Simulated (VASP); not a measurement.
Crystal: BN.

```
B N
1.0
     2.54395    0.00000    0.00000
    -1.27197    2.20312    0.00000
     0.00000    0.00000    4.20782
B N
2 2
Direct
  0.66667 0.33333 0.00020
  0.33333 0.66667 0.50020
  0.66667 0.33333 0.37480
  0.33333 0.66667 0.87480
```

Base run:

* Program: VASP 6.6.1
* Functional: PBE
* Potentials or basis: VASP PAW PBE potentials, release 64 (B, N)
* Cutoff: 520 eV
* k mesh: 9 × 9 × 6
* Occupations: gaussian, width 0.01 eV
* Spin: no spin polarisation

Its results: band gap on the k mesh 5.19 eV, indirect (least direct gap 8.29 eV); electronic dielectric tensor (diagonal) 4.56, 4.56, 4.72.

The run is repeated on the same cell with these changes: functional from PBE to r2SCAN. What comes out?

Band gap on the k mesh 5.72 eV, indirect (least direct gap 8.97 eV); electronic dielectric tensor (diagonal) 4.44, 4.44, 4.61.

r2SCAN gives the wider gap, since meta-GGAs in the generalised Kohn-Sham scheme recover part of the derivative discontinuity.

A k mesh can miss the band edges.
